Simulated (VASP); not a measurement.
# Cd2S (P3m1) in VASP: a series of runs, part 2 of 2

VASP 6.6.1.

### 3 Single point, LDA

The input, INCAR:

```
ALGO = Normal
EDIFF = 1E-6
ENCUT = 520
GGA = CA
ISIF = 2
ISMEAR = -1
LASPH = T
LCHARG = F
LREAL = F
LWAVE = F
NBANDS = 22
NELM = 60
PREC = Accurate
SIGMA = 0.05
```

The input, KPOINTS:

```
k-points
0
Gamma
  7 7 4
```

The input, POSCAR:

```
Cd2S
1.0
    3.9360741467      0.0000000000      0.0000000000
   -1.9680370733      3.4087402022      0.0000000000
    0.0000000000      0.0000000000      5.7702029595
Cd S
2 1
Direct
    0.3333333333      0.6666666667      0.9327170000
    0.6666666667      0.3333333333      0.5787350000
    0.3333333333      0.6666666667      0.3657050000
```

Potentials or basis: VASP PAW LDA potentials, release 64 (Cd, S).

Command:

```sh
cat potpaw_LDA.64/Cd/POTCAR potpaw_LDA.64/S/POTCAR > POTCAR
mpirun -np 1 vasp_std > vasp.out
```

OUTCAR:

```text
EDIFF = 1E-6
   ENCUT = 520
   GGA = CA
   ISIF = 2
   ISMEAR = -1
   LASPH = T
   LREAL = F
   NELM = 60
   PREC = Accurate

 ion  position               nearest neighbor table
   1  0.333  0.667  0.933-   3 2.50   2 3.06   2 3.06   2 3.06   3 3.27
   2  0.667  0.333  0.579-   3 2.58   3 2.58   3 2.58   1 3.06   1 3.06   1 3.06
   3  0.333  0.667  0.366-   1 2.50   2 2.58   2 2.58   2 2.58   1 3.27

  LATTYP: Found a hexagonal cell.
 ALAT       =     3.9360741467
 C/A-ratio  =     1.4659792332

  Lattice vectors:

 A1 = (   3.9360741467,   0.0000000000,   0.0000000000)
 A2 = (  -1.9680370733,   3.4087402022,   0.0000000000)
 A3 = (   0.0000000000,   0.0000000000,   5.7702029595)

Analysis of symmetry for initial positions (statically):
=====================================================================
 Subroutine PRICEL returns:
 Original cell was already a primitive cell.

 Routine SETGRP: Setting up the symmetry group for a
 hexagonal supercell.

 Subroutine GETGRP returns: Found  6 space group operations
 (whereof  6 operations were pure point group operations)
 out of a pool of 24 trial point group operations.

The static configuration has the point symmetry C_3v.

Analysis of symmetry for dynamics (positions and initial velocities):
=====================================================================
 Subroutine PRICEL returns:
 Original cell was already a primitive cell.

 Routine SETGRP: Setting up the symmetry group for a
 hexagonal supercell.

 Subroutine GETGRP returns: Found  6 space group operations
 (whereof  6 operations were pure point group operations)
 out of a pool of 24 trial point group operations.

The dynamic configuration has the point symmetry C_3v.

[... 100 lines left out ...]
   EDIFF  = 0.1E-05   stopping-criterion for ELM
   LREAL  =      F    real-space projection
[... 7 lines left out ...]
   TEBEG  =    0.0;   TEEND  =   0.0 temperature during run
   PSTRESS=    0.0 pullay stress
   NELECT =      30.0000    total number of electrons
   NUPDOWN=      -1.0000    fix difference up-down
   EMIN   =  10.00;   EMAX   =-10.00  energy-range for DOS
   EFERMI =   0.00;   METHOD = LEGACY
   ISMEAR =    -1;   SIGMA  =   0.05  broadening in eV -4-tet -1-fermi 0-gaus
   EFERMI_NEDOS =   21; number of points for ismear=-14 and -15
   IALGO  =     38    algorithm
   IMIX   =      4    mixing-type and parameters
     AMIX     =   0.40;   BMIX     =  1.00
     AMIX_MAG =   1.60;   BMIX_MAG =  1.00
  volume/ion in A,a.u.               =      25.81       174.15
  Fermi-wavevector in a.u.,A,eV,Ry     =   1.193528  2.255440 19.381612  1.424508
  Thomas-Fermi vector in A             =   2.329540
   LORBIT       =      0    0 simple, 1 ext, 2 COOP (PROOUT), +10 PAW based schemes
   GGA     = CA    functional components
   LHFCALC =     F    Hartree Fock is set to
   AEXX    =    0.0000 exact exchange contribution
   IVDW    =     0    specifies the selected vdW correction
   LEPSILON=     F    determine dielectric tensor
   LRPA    =     F    only Hartree local field effects (RPA)
 non-spin polarized calculation
  energy-cutoff  :      520.00
  volume of cell :       77.42
 maximum number of plane-waves:      2109
 NGX is ok and might be reduce to    30
   NGX = 15   NGY = 15   NGZ = 21

 number of electron      29.9999996 magnetization

 Free energy of the ion-electron system (eV)
  ---------------------------------------------------
  ext. energy  EPLUGINS =         0.00000000
  ---------------------------------------------------
  free energy    TOTEN  =        -8.10387891 eV

  energy without entropy =       -8.10321009  energy(sigma->0) =       -8.10354450

 E-fermi :   1.4331     XC(G=0):  -9.7662

 val. band max:        1.2053244947   @ k =   0.1429   0.1429   0.5000
 cond. band min:       1.6747454067   @ k =   0.4286   0.0000   0.2500
 fundamental gap:      0.4694209120
 Fermi energy:         1.4330619528

 k-point     1 :       0.0000    0.0000    0.0000
  band No.  band energies     occupation
      1     -11.4216      2.00000
      2      -7.1239      2.00000
      3      -7.1239      2.00000
      4      -7.0382      2.00000
      5      -7.0382      2.00000
      6      -6.9504      2.00000
[... 589 lines left out ...]
     21       8.7348      0.00000
     22      10.1239      0.00000

 [... further k-points ...]
[... 5 lines left out ...]
  --------------------------------------------------------------------------------------
  -------------------------------------------------------------------------------------
  Total       -1.7502090     -1.7502090     -2.2552285     -0.0000000      0.0000000     -0.0000000
  in kB      -36.2203155    -36.2203155    -46.6716202     -0.0000000      0.0000000     -0.0000000
  external PRESSURE =     -39.7040837 kB  Pullay stress =       0.0000000 kB

 VOLUME and BASIS-vectors are now :
 -----------------------------------------------------------------------------
  energy-cutoff  :      520.00
  volume of cell :       77.42
      direct lattice vectors                 reciprocal lattice vectors
     3.936074147  0.000000000  0.000000000     0.254060255  0.146681756  0.000000000
    -1.968037073  3.408740202  0.000000000     0.000000000  0.293363513  0.000000000
     0.000000000  0.000000000  5.770202959     0.000000000  0.000000000  0.173304129

 POSITION                                       TOTAL-FORCE (eV/Angst)
 -----------------------------------------------------------------------------------
     -0.00000      2.27249      5.38197         0.000000     -0.000000     -0.053468
      1.96804      1.13625      3.33942         0.000000      0.000000     -0.048835
     -0.00000      2.27249      2.11019        -0.000000     -0.000000      0.102303
 -----------------------------------------------------------------------------------
    total drift:                                0.000000     -0.000000     -0.000459

  FREE ENERGIE OF THE ION-ELECTRON SYSTEM (eV)
  ---------------------------------------------------
  free  energy   TOTEN  =        -8.1038789092 eV

  energy  without entropy=       -8.1032100891  energy(sigma->0) =       -8.10354450
```

stdout:

```text
POSCAR found type information on POSCAR CdS
 POSCAR found :  2 types and       3 ions
 scaLAPACK will be used
 LDA part: xc-table for (Slater(with rela. corr.)+CA(PZ))
 , standard interpolation
 POSCAR, INCAR and KPOINTS ok, starting setup
 FFT: planning ... GRIDC
 FFT: planning ... GRID_SOFT
 FFT: planning ... GRID
 WAVECAR not read
 entering main loop
```

Wall time 28 s (1 thread of AMD EPYC 9R45 (Zen 5), shared host); peak memory 0.15 GiB.

What came out:

* Free energy: -8.1039 eV
* Pressure: -4.0 GPa
* Largest force: 0.102 eV/Å
* Band gap on the k mesh: 0.47 eV (least direct gap 0.85 eV)

Forces in eV/Å, atoms in the order of the input:
```
Cd   0.000  0.000 -0.053
Cd   0.000  0.000 -0.049
S    0.000  0.000  0.102
```

Caveat: the cell stands under tension; semilocal functionals underestimate gaps, and a narrow one can read as zero. A k mesh can miss the band edges.

### 4 Single point, PBEsol

This run uses another cell than the first one, of 26.33 Å³/atom.

The input, INCAR:

```
SYSTEM = Cd2S
PREC     = Accurate       ! precision mode
ENCUT    = 520            ! plane-wave cutoff, eV
EDIFF    = 1E-6           ! SCF threshold, eV
ISMEAR   = -1             ! smearing method
SIGMA    = 0.05           ! smearing width, eV
LREAL    = .FALSE.        ! projectors in reciprocal space
LASPH    = .TRUE.         ! aspherical terms in the spheres
NELM     = 80             ! most SCF steps
ALGO     = Normal         ! electronic algorithm
ISIF     = 2              ! what is computed and relaxed
LWAVE    = .FALSE.        ! write WAVECAR
LCHARG   = .FALSE.        ! write CHGCAR
GGA      = PS             ! functional
NBANDS   = 22             ! bands
```

The input, KPOINTS:

```
Automatic mesh
0
G
  7 7 4
  0 0 0
```

The input, POSCAR:

```
Cd2S
1.0
    3.9626700490      0.0000000000      0.0000000000
   -1.9813350245      3.4317729293      0.0000000000
    0.0000000000      0.0000000000      5.8091920000
Cd S
2 1
Direct
    0.3333333333      0.6666666667      0.9327170000
    0.6666666667      0.3333333333      0.5787350000
    0.3333333333      0.6666666667      0.3657050000
```

Potentials or basis: VASP PAW PBE potentials, release 64 (Cd, S).

Command:

```sh
cat potpaw_PBE.64/Cd/POTCAR potpaw_PBE.64/S/POTCAR > POTCAR
mpirun -np 1 vasp_std > vasp.out
```

Wall time 30 s (1 thread of AMD EPYC 9R45 (Zen 5), shared host); peak memory 0.18 GiB.

It converged, with:

* Free energy: -7.2522 eV
* Pressure: -2.9 GPa
* Largest force: 0.100 eV/Å
* Band gap on the k mesh: 0.50 eV (least direct gap 0.82 eV)

Forces on the atoms (eV/Å):
```
Cd   0.000  0.000  0.008
Cd   0.000  0.000 -0.100
S    0.000  0.000  0.092
```

Stress tensor (GPa, compression positive):
```
-2.63  0.00  0.00
 0.00 -2.63  0.00
 0.00  0.00 -3.32
```

Levels at points of the mesh, in eV from the valence-band top:
| k point | band 12 | band 13 | band 14 | band 15 | band 16 | band 17 | band 18 | band 19 |
| --- | --- | --- | --- | --- | --- | --- | --- | --- |
| (0.00, 0.00, 0.00) | -4.42 | -3.63 | -0.62 | -0.62 | 3.19 | 5.06 | 6.84 | 6.84 |
| (0.00, 0.00, 0.50) | -5.89 | -0.54 | -0.54 | -0.13 | 1.16 | 4.76 | 6.43 | 6.43 |

Caveat: semilocal functionals underestimate gaps, and a narrow one can read as zero; the PAW data sets were made with another functional, which shifts forces and pressure a little. A k mesh can miss the band edges.

### 5 Single point, LDA

This run uses another cell than the first one, of 26.33 Å³/atom.

The input, INCAR:

```
SYSTEM = Cd2S
PREC = Accurate ; ENCUT = 520
EDIFF = 1E-7 ; ISMEAR = -1
SIGMA = 0.05 ; LREAL = .False.
LASPH = .True. ; NELM = 80
ALGO = Normal ; ISIF = 2
LWAVE = .False. ; LCHARG = .False.
GGA = CA ; NBANDS = 22
```

The input, KPOINTS:

```
regular mesh
0
Gamma
  7 7 4
  0 0 0
```

POSCAR is that of step 4.

Potentials or basis: VASP PAW LDA potentials, release 64 (Cd, S).

Command:

```sh
cat potpaw_LDA.64/Cd/POTCAR potpaw_LDA.64/S/POTCAR > POTCAR
mpirun -np 1 vasp_std > vasp.out
```

Wall time 30 s (1 thread of AMD EPYC 9R45 (Zen 5), shared host); peak memory 0.16 GiB.

Results (log left out):

```yaml
Free_energy: -8.0613 eV
Pressure: -4.7 GPa
Largest_force: 0.136 eV/Å
Band_gap_on_the_k_mesh: 0.46 eV (least direct gap 0.81 eV)
```

Forces on the atoms (eV/Å):
```
Cd   0.000  0.000 -0.010
Cd   0.000  0.000 -0.125
S    0.000  0.000  0.136
```

Stress tensor (GPa, compression positive):
```
-4.21  0.00  0.00
 0.00 -4.21  0.00
 0.00  0.00 -5.65
```

Levels at points of the mesh, in eV from the valence-band top:
```csv
k point,band 13,band 14,band 15,band 16,band 17,band 18
"(0.00, 0.00, 0.00)",-3.65,-0.60,-0.60,3.11,5.01,6.79
"(0.00, 0.00, 0.50)",-0.52,-0.52,-0.13,1.09,4.72,6.36
```

Caveat: the cell stands under tension; semilocal functionals underestimate gaps, and a narrow one can read as zero. A k mesh can miss the band edges.

### 6 The runs side by side

```tsv
level	potentials or basis	cell	gap on the mesh (eV)	pressure (GPa)	largest force (eV/Å)
PBEsol	VASP PAW PBE potentials, release 64 (Cd, S)	a = 3.936, b = 3.936, c = 5.770 Å, angles 90.0, 90.0, 120.0°, 3 atoms	0.51	-2.0	0.06
LDA	VASP PAW LDA potentials, release 64 (Cd, S)	a = 3.936, b = 3.936, c = 5.770 Å, angles 90.0, 90.0, 120.0°, 3 atoms	0.47	-4.0	0.10
PBEsol	VASP PAW PBE potentials, release 64 (Cd, S)	a = 3.963, b = 3.963, c = 5.809 Å, angles 90.0, 90.0, 120.0°, 3 atoms	0.50	-2.9	0.10
LDA	VASP PAW LDA potentials, release 64 (Cd, S)	a = 3.963, b = 3.963, c = 5.809 Å, angles 90.0, 90.0, 120.0°, 3 atoms	0.46	-4.7	0.14
```

Alike in all rows: task single point; no spin polarisation; k mesh 7 × 7 × 4; cutoff (eV) 520; smearing fermi-dirac 0.05 eV.

Caveats: semilocal functionals underestimate gaps, and a narrow one can read as zero; the PAW data sets were made with another functional, which shifts forces and pressure a little (at least some runs); the cell stands under tension (at least some runs).

Total energies depend on the potentials used, so only differences within one code and one set of settings carry meaning.
